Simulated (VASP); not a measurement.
# LiB3Pt (Pm-3m) in VASP: notebook

LiB3Pt is run at these levels: PBE; tasks: single point, relaxation of cell and atoms.

Program: VASP 6.6.1. These are calculated values, not measurements. Logs are shortened: lines on timing, memory, paths and dates and some standing lists are left out, and cuts for length are marked.

## Step 1: The cell of the first run

The structure is cubic, space group Pm-3m (No. 221). The conventional cell has a = 3.672 Å, b = 3.672 Å, c = 3.672 Å, α = 90.00°, β = 90.00°, γ = 90.00°. Within 2.4 Å of Li (site symmetry m-3m) lie 6 B at 1.84 Å. Within 2.4 Å of B (site symmetry 4/mmm) lie 2 Li at 1.84 Å. Within 3.4 Å of Pt (site symmetry m-3m) lie 12 B at 2.60 Å and 8 Li at 3.18 Å.

The cell was generated, and may not be a known phase.

## Step 2: Single point, PBE

File INCAR:

```
SYSTEM = LiB3Pt
PREC = Accurate
ENCUT = 520
EDIFF = 1E-6
ISMEAR = 0
SIGMA = 0.1
LREAL = .FALSE.
LASPH = .TRUE.
NELM = 80
ALGO = Normal
ISIF = 2
LWAVE = .FALSE.
LCHARG = .FALSE.
GGA = PE
NBANDS = 19
```

File KPOINTS:

```
Automatic mesh
0
G
  10 10 10
  0 0 0
```

File POSCAR:

```
LiB3Pt
1.0
    3.6721891216      0.0000000000      0.0000000000
    0.0000000000      3.6721891216      0.0000000000
    0.0000000000      0.0000000000      3.6721891216
Li B Pt
1 3 1
Direct
    0.0000000000      0.0000000000      0.0000000000
    0.5000000000      0.0000000000      0.0000000000
    0.0000000000      0.5000000000      0.0000000000
    0.0000000000      0.0000000000      0.5000000000
    0.5000000000      0.5000000000      0.5000000000
```

Potentials or basis: VASP PAW PBE potentials, release 64 (Li_sv, B, Pt).

Started as:

```bash
$ cat potpaw_PBE.64/Li_sv/POTCAR potpaw_PBE.64/B/POTCAR potpaw_PBE.64/Pt/POTCAR > POTCAR
$ mpirun -np 1 vasp_std > vasp.out
```

OUTCAR:

```text
SYSTEM = LiB3Pt
   PREC = Accurate
   ENCUT = 520
   EDIFF = 1E-6
   ISMEAR = 0
   LREAL = .FALSE.
   LASPH = .TRUE.
   NELM = 80
   ISIF = 2
   GGA = PE

 ion  position               nearest neighbor table
   1  0.000  0.000  0.000-   2 1.84   3 1.84   4 1.84   4 1.84   3 1.84   2 1.84
   2  0.500  0.000  0.000-   1 1.84   1 1.84   5 2.60   5 2.60   5 2.60   5 2.60
   3  0.000  0.500  0.000-   1 1.84   1 1.84   5 2.60   5 2.60   5 2.60   5 2.60
   4  0.000  0.000  0.500-   1 1.84   1 1.84   5 2.60   5 2.60   5 2.60   5 2.60
   5  0.500  0.500  0.500-   2 2.60   3 2.60   4 2.60   2 2.60   3 2.60   2 2.60   4 2.60   2 2.60
                             3 2.60   4 2.60   3 2.60   4 2.60

  LATTYP: Found a simple cubic cell.
 ALAT       =     3.6721891216

  Lattice vectors:

 A1 = (   3.6721891216,   0.0000000000,   0.0000000000)
 A2 = (   0.0000000000,   3.6721891216,   0.0000000000)
 A3 = (   0.0000000000,   0.0000000000,   3.6721891216)

Analysis of symmetry for initial positions (statically):
=====================================================================
 Subroutine PRICEL returns:
 Original cell was already a primitive cell.

 Routine SETGRP: Setting up the symmetry group for a
 simple cubic supercell.

 Subroutine GETGRP returns: Found 48 space group operations
 (whereof 48 operations were pure point group operations)
 out of a pool of 48 trial point group operations.

The static configuration has the point symmetry O_h .

Analysis of symmetry for dynamics (positions and initial velocities):
=====================================================================
 Subroutine PRICEL returns:
 Original cell was already a primitive cell.

 Routine SETGRP: Setting up the symmetry group for a
 simple cubic supercell.

 Subroutine GETGRP returns: Found 48 space group operations
 (whereof 48 operations were pure point group operations)
 out of a pool of 48 trial point group operations.

The dynamic configuration has the point symmetry O_h .

 Subroutine INISYM returns: Found 48 space group operations
 (whereof 48 operations are pure point group operations),
 and found     1 'primitive' translations

----------------------------------------------------------------------------------------

                                     Primitive cell

  volume of cell :      49.5194

  direct lattice vectors                    reciprocal lattice vectors
     3.672189122  0.000000000  0.000000000     0.272317129  0.000000000  0.000000000
     0.000000000  3.672189122  0.000000000     0.000000000  0.272317129  0.000000000
     0.000000000  0.000000000  3.672189122     0.000000000  0.000000000  0.272317129

  length of vectors
     3.672189122  3.672189122  3.672189122     0.272317129  0.272317129  0.272317129

  position of ions in fractional coordinates (direct lattice)
     0.000000000  0.000000000  0.000000000
     0.500000000  0.000000000  0.000000000
     0.000000000  0.500000000  0.000000000
     0.000000000  0.000000000  0.500000000
     0.500000000  0.500000000  0.500000000

  ion indices of the primitive-cell ions
   primitive index   ion index
                 1           1
                 2           2
                 3           3
                 4           4
                 5           5

----------------------------------------------------------------------------------------

 KPOINTS: Automatic mesh

Automatic generation of k-mesh.
 Grid dimensions read from file:
 generate k-points for:   10   10   10

 Generating k-lattice:

  Cartesian coordinates                     Fractional coordinates (reciprocal lattice)
     0.027231713  0.000000000  0.000000000     0.100000000  0.000000000  0.000000000
     0.000000000  0.027231713  0.000000000     0.000000000  0.100000000  0.000000000
     0.000000000  0.000000000  0.027231713     0.000000000  0.000000000  0.100000000

  Length of vectors
     0.027231713  0.027231713  0.027231713

  Shift w.r.t. Gamma in fractional coordinates (k-lattice)
     0.000000000  0.000000000  0.000000000

 Subroutine IBZKPT returns following result:
 ===========================================

 Found     56 irreducible k-points:

 Following reciprocal coordinates:
            Coordinates               Weight
  0.000000  0.000000  0.000000      1.000000
  0.100000  0.000000  0.000000      6.000000
  0.200000  0.000000  0.000000      6.000000
  0.300000  0.000000  0.000000      6.000000
  0.400000  0.000000  0.000000      6.000000
  0.500000  0.000000  0.000000      3.000000
[... 16 lines left out ...]
  0.200000  0.100000  0.100000     24.000000
  0.300000  0.100000  0.100000     24.000000
 [... further k-points ...]
   k-points           NKPTS =     56   k-points in BZ     NKDIM =     56   number of bands    NBANDS=     19
   number of dos      NEDOS =    301   number of ions     NIONS =      5
   total plane-waves  NPLWV =  21952
   dimension x,y,z NGX =    28 NGY =   28 NGZ =   28
   dimension x,y,z NGXF=    56 NGYF=   56 NGZF=   56
   ions per type =               1   3   1
   NGX,Y,Z   is equivalent  to a cutoff of  12.68, 12.68, 12.68 a.u.
   NGXF,Y,Z  is equivalent  to a cutoff of  25.35, 25.35, 25.35 a.u.
 SYSTEM =  LiB3Pt
   PREC   = accura    normal or accurate (medium, high low for compatibility)
   ISTART =      0    job   : 0-new  1-cont  2-samecut
   ICHARG =      2    charge: 1-file 2-atom 10-const
   ISPIN  =      1    spin polarized calculation?
   LNONCOLLINEAR =      F non collinear calculations
   LSORBIT =      F    spin-orbit coupling
   LASPH  =      T    aspherical Exc in radial PAW
   ENCUT  =  520.0 eV  38.22 Ry    6.18 a.u.   6.83  6.83  6.83*2*pi/ulx,y,z
   NELM   =     80;   NELMIN=  2; NELMDL= -5     # of ELM steps
   EDIFF  = 0.1E-05   stopping-criterion for ELM
   LREAL  =      F    real-space projection
   EDIFFG = 0.1E-04   stopping-criterion for IOM
   NSW    =      0    number of steps for IOM
   IBRION =     -1    ionic relax: 0-MD 1-quasi-New 2-CG
   NFREE  =      0    steps in history (QN), initial steepest desc. (CG)
   ISIF   =      2    stress and relaxation
   ISYM   =      2    0-nonsym 1-usesym 2-fastsym
   POTIM  = 0.5000    time-step for ionic-motion
   TEBEG  =    0.0;   TEEND  =   0.0 temperature during run
   PSTRESS=    0.0 pullay stress
   NELECT =      22.0000    total number of electrons
   NUPDOWN=      -1.0000    fix difference up-down
   EMIN   =  10.00;   EMAX   =-10.00  energy-range for DOS
   EFERMI =   0.00;   METHOD = LEGACY
   ISMEAR =     0;   SIGMA  =   0.10  broadening in eV -4-tet -1-fermi 0-gaus
   EFERMI_NEDOS =   21; number of points for ismear=-14 and -15
   IALGO  =     38    algorithm
   IMIX   =      4    mixing-type and parameters
     AMIX     =   0.40;   BMIX     =  1.00
     AMIX_MAG =   1.60;   BMIX_MAG =  1.00
  volume/ion in A,a.u.               =       9.90        66.83
  Fermi-wavevector in a.u.,A,eV,Ry     =   1.249177  2.360602 21.231122  1.560443
  Thomas-Fermi vector in A             =   2.383230
   LORBIT       =      0    0 simple, 1 ext, 2 COOP (PROOUT), +10 PAW based schemes
   GGA     = PE    functional components
   LHFCALC =     F    Hartree Fock is set to
   AEXX    =    0.0000 exact exchange contribution
   IVDW    =     0    specifies the selected vdW correction
   LEPSILON=     F    determine dielectric tensor
   LRPA    =     F    only Hartree local field effects (RPA)
 non-spin polarized calculation
 Gauss-broadening in eV      SIGMA  =   0.10
  energy-cutoff  :      520.00
  volume of cell :       49.52
 maximum number of plane-waves:      1357
 NGX is ok and might be reduce to    28
   NGX = 13   NGY = 13   NGZ = 13

 number of electron      21.9999997 magnetization

 Free energy of the ion-electron system (eV)
  ---------------------------------------------------
  ext. energy  EPLUGINS =         0.00000000
  ---------------------------------------------------
  free energy    TOTEN  =       -18.81841960 eV

  energy without entropy =      -18.81280705  energy(sigma->0) =      -18.81561332

 E-fermi :   6.8822     XC(G=0): -11.7528

 val. band max:        6.8588860087   @ k =   0.5000   0.5000   0.4000
 cond. band min:       6.9128213968   @ k =   0.5000   0.1000   0.0000
 fundamental gap:      0.0539353881
 Fermi energy:         6.8822071643

 k-point     1 :       0.0000    0.0000    0.0000
  band No.  band energies     occupation
      1     -37.6592      2.00000
      2      -4.7649      2.00000
      3       1.4530      2.00000
      4       1.4530      2.00000
      5       3.0196      2.00000
      6       3.0196      2.00000
[... 11 lines left out ...]
     18      11.6329      0.00000
     19      11.6329      0.00000

 k-point     2 :       0.1000    0.0000    0.0000
  band No.  band energies     occupation
      1     -37.6592      2.00000
      2      -4.6698      2.00000
      3       1.0670      2.00000
      4       1.5073      2.00000
      5       2.8328      2.00000
      6       2.8328      2.00000
[... 11 lines left out ...]
     18      11.4577      0.00000
     19      11.9833      0.00000

 k-point     3 :       0.2000    0.0000    0.0000
  band No.  band energies     occupation
      1     -37.6592      2.00000
      2      -4.3892      2.00000
      3       0.2552      2.00000
      4       1.6620      2.00000
      5       2.4979      2.00000
      6       2.4979      2.00000
[... 11 lines left out ...]
     18      11.3578      0.00000
     19      12.6626      0.00000

 k-point     4 :       0.3000    0.0000    0.0000
  band No.  band energies     occupation
      1     -37.6593      2.00000
      2      -3.9382      2.00000
      3      -0.6697      2.00000
      4       1.8865      2.00000
      5       2.1997      2.00000
      6       2.1997      2.00000
[... 11 lines left out ...]
     18      11.7725      0.00000
     19      13.5775      0.00000

 k-point     5 :       0.4000    0.0000    0.0000
  band No.  band energies     occupation
      1     -37.6594      2.00000
      2      -3.3527      2.00000
      3      -1.5658      2.00000
      4       2.0023      2.00000
      5       2.0023      2.00000
      6       2.1100      2.00000
[... 11 lines left out ...]
     18      12.3093      0.00000
     19      14.6767      0.00000

 k-point     6 :       0.5000    0.0000    0.0000
  band No.  band energies     occupation
      1     -37.6595      2.00000
      2      -2.8828      2.00000
      3      -2.1428      2.00000
      4       1.9337      2.00000
      5       1.9337      2.00000
      6       2.2108      2.00000
[... 11 lines left out ...]
     18      12.5527      0.00000
     19      15.4142      0.00000

 k-point     7 :       0.1000    0.1000    0.0000
  band No.  band energies     occupation
      1     -37.6592      2.00000
      2      -4.5747      2.00000
      3       0.9889      2.00000
      4       1.2798      2.00000
      5       2.6842      2.00000
      6       2.7376      2.00000
[... 11 lines left out ...]
     18      11.6235      0.00000
     19      12.1753      0.00000

 k-point     8 :       0.2000    0.1000    0.0000
  band No.  band energies     occupation
      1     -37.6592      2.00000
      2      -4.2941      2.00000
      3       0.2939      2.00000
      4       1.3126      2.00000
      5       2.4917      2.00000
      6       2.5010      2.00000
[... 256 lines left out ...]
 k-point    20 :       0.5000    0.4000    0.0000
  band No.  band energies     occupation
      1     -37.6599      2.00000
      2      -1.3852      2.00000
      3      -1.2117      2.00000
      4      -0.2858      2.00000
      5       0.8263      2.00000
      6       2.6445      2.00000
[... 11 lines left out ...]
     18      13.7142      0.00000
     19      14.7808      0.00000

 k-point    21 :       0.5000    0.5000    0.0000
  band No.  band energies     occupation
      1     -37.6600      2.00000
      2      -1.0895      2.00000
      3      -0.6874      2.00000
      4      -0.6874      2.00000
      5       0.2417      2.00000
      6       2.7476      2.00000
[... 11 lines left out ...]
     18      13.9749      0.00000
     19      14.7919      0.00000

 k-point    22 :       0.1000    0.1000    0.1000
  band No.  band energies     occupation
      1     -37.6592      2.00000
      2      -4.4796      2.00000
      3       1.0322      2.00000
      4       1.0322      2.00000
      5       2.2863      2.00000
      6       3.1609      2.00000
[... 11 lines left out ...]
     18      11.6461      0.00000
     19      12.2702      0.00000

 k-point    23 :       0.2000    0.1000    0.1000
  band No.  band energies     occupation
      1     -37.6593      2.00000
      2      -4.1993      2.00000
      3       0.3310      2.00000
      4       1.1510      2.00000
      5       2.1060      2.00000
      6       2.7499      2.00000
[... 11 lines left out ...]
     18      11.8505      0.00000
     19      13.0384      0.00000

 k-point    24 :       0.3000    0.1000    0.1000
  band No.  band energies     occupation
      1     -37.6594      2.00000
      2      -3.7483      2.00000
      3      -0.5590      2.00000
      4       1.3083      2.00000
      5       2.0440      2.00000
      6       2.4350      2.00000
[... 11 lines left out ...]
     18      12.1810      0.00000
     19      13.9956      0.00000

 [... further k-points ...]

------------------------ aborting loop because EDIFF is reached ----------------------------------------

  FORCE on cell =-STRESS in cart. coord.  units (eV):
  Direction    XX          YY          ZZ          XY          YZ          ZX
  --------------------------------------------------------------------------------------
  -------------------------------------------------------------------------------------
  Total        0.0185665      0.0185665      0.0185665      0.0000000     -0.0000000      0.0000000
  in kB        0.6007107      0.6007107      0.6007107      0.0000000     -0.0000000      0.0000000
  external PRESSURE =       0.6007107 kB  Pullay stress =       0.0000000 kB

 VOLUME and BASIS-vectors are now :
 -----------------------------------------------------------------------------
  energy-cutoff  :      520.00
  volume of cell :       49.52
      direct lattice vectors                 reciprocal lattice vectors
     3.672189122  0.000000000  0.000000000     0.272317129  0.000000000  0.000000000
     0.000000000  3.672189122  0.000000000     0.000000000  0.272317129  0.000000000
     0.000000000  0.000000000  3.672189122     0.000000000  0.000000000  0.272317129

 POSITION                                       TOTAL-FORCE (eV/Angst)
 -----------------------------------------------------------------------------------
      0.00000      0.00000      0.00000         0.000000      0.000000      0.000000
      1.83609      0.00000      0.00000         0.000000      0.000000      0.000000
      0.00000      1.83609      0.00000         0.000000      0.000000      0.000000
      0.00000      0.00000      1.83609         0.000000      0.000000      0.000000
      1.83609      1.83609      1.83609         0.000000      0.000000      0.000000
 -----------------------------------------------------------------------------------
    total drift:                                0.000000      0.000000      0.000000

  FREE ENERGIE OF THE ION-ELECTRON SYSTEM (eV)
  ---------------------------------------------------
  free  energy   TOTEN  =       -18.8184195979 eV

  energy  without entropy=      -18.8128070456  energy(sigma->0) =      -18.81561332
```

Wall time 35 s (1 thread of Intel Xeon Platinum 8259CL at 2.50GHz (Skylake/Cascade Lake), shared host); peak memory 0.19 GiB.

What came out:

```
Free energy            : -18.8184 eV
Band gap on the k mesh : zero (bands 11 and 12 overlap by 1.25 eV)
```

Levels at points of the mesh, in eV from the Fermi level:
| k point | band 9 | band 10 | band 11 | band 12 | band 13 | band 14 |
| --- | --- | --- | --- | --- | --- | --- |
| (0.00, 0.00, 0.00) | -2.80 | -2.80 | 0.75 | 0.75 | 2.94 | 2.94 |
| (0.50, 0.00, 0.00) | -1.70 | 0.10 | 0.10 | 0.21 | 0.21 | 1.97 |
| (0.50, 0.50, 0.00) | -1.88 | -0.96 | -0.62 | 2.06 | 2.10 | 2.10 |
| (0.50, 0.50, 0.50) | -2.16 | -2.16 | -0.18 | -0.18 | -0.18 | -0.07 |

Caveat: the cutoff is under 1.25 times the usual one of these potentials, so pressure, stress and relaxed cells hold a basis-set (Pulay) error; spin-orbit coupling is left out, which moves the levels of the heavy elements.

## Step 3: Relaxation of cell and atoms, PBE

This run uses another cell than the first one, of 9.51 Å³/atom.

File INCAR:

```
SYSTEM = LiB3Pt
PREC = Accurate ; ENCUT = 600
EDIFF = 1E-6 ; ISMEAR = 0
SIGMA = 0.1 ; LREAL = .False.
LASPH = .True. ; NELM = 60
ALGO = Normal ; ISIF = 3
LWAVE = .False. ; LCHARG = .False.
GGA = PE ; IBRION = 2
NSW = 90 ; EDIFFG = -0.04
```

File KPOINTS:

```
Automatic mesh
0
Gamma
  6 6 6
  0 0 0
```

POSCAR, as its differences from that of step 2:

```diff
@@ -2,5 +2,5 @@
 1.0
-    3.6721891216      0.0000000000      0.0000000000
-    0.0000000000      3.6721891216      0.0000000000
-    0.0000000000      0.0000000000      3.6721891216
+    3.6231610300      0.0000000000      0.0000000000
+    0.0000000000      3.6231610300      0.0000000000
+    0.0000000000      0.0000000000      3.6231610300
 Li B Pt
```

Potentials or basis: VASP PAW PBE potentials, release 64 (Li_sv, B, Pt).

Started as:

```bash
$ cat potpaw_PBE.64/Li_sv/POTCAR potpaw_PBE.64/B/POTCAR potpaw_PBE.64/Pt/POTCAR > POTCAR
$ mpirun -np 1 vasp_std > vasp.out
```

It took 29 s on 1 thread of Intel Xeon Platinum 8259CL at 2.50GHz (Skylake/Cascade Lake), shared host; peak memory 0.18 GiB.

It converged, with:

| Property | Result |
| --- | --- |
| Free energy | -18.7776 eV |
| Relaxed volume | 9.90 Å³/atom |
| Relaxed cell | a = 3.672 Å, b = 3.672 Å, c = 3.672 Å, α = 90.00°, β = 90.00°, γ = 90.00° |
| Space group after relaxing (to 0.1 Å) | Pm-3m (No. 221) |
| Energy gained by relaxing | 5.6 meV/atom |
| Ionic steps | 2 |
| Pressure after relaxing | 0.1 GPa |
| Band gap on the k mesh | zero (bands 11 and 12 overlap by 1.10 eV) |

Step by step:
| step | energy change (eV) | largest force (eV/Å) | pressure (GPa) | volume (Å³) |
| --- | --- | --- | --- | --- |
| 1 | 0.0000 | 0.0000 | 4.67 | 47.56 |
| 2 | -0.0282 | 0.0000 | 0.10 | 49.50 |

Final structure:
```
CELL_PARAMETERS angstrom
3.67166 0.00000 0.00000
0.00000 3.67166 0.00000
0.00000 0.00000 3.67166
ATOMIC_POSITIONS crystal
Li 0.00000 0.00000 0.00000
B 0.50000 0.00000 0.00000
B 0.00000 0.50000 0.00000
B 0.00000 0.00000 0.50000
Pt 0.50000 0.50000 0.50000
```

Levels at points of the mesh, in eV from the Fermi level:
```tsv
k point	band 8	band 9	band 10	band 11	band 12	band 13	band 14	band 15
(0.00, 0.00, 0.00)	-2.81	-2.81	-2.81	0.75	0.75	2.94	2.94	2.94
(0.50, 0.00, 0.00)	-2.37	-1.70	0.09	0.09	0.21	0.21	1.97	2.69
(0.50, 0.50, 0.00)	-2.33	-1.88	-0.97	-0.63	2.05	2.10	2.10	3.98
(0.50, 0.50, 0.50)	-3.69	-2.16	-2.16	-0.19	-0.19	-0.19	-0.07	5.73
```

Caveat: the cutoff is under 1.25 times the usual one of these potentials, so pressure, stress and relaxed cells hold a basis-set (Pulay) error; spin-orbit coupling is left out, which moves the levels of the heavy elements.

(Continued in part 2 of 2.)

The gap in the log of VASP goes by the Fermi energy; the results here count the filled bands.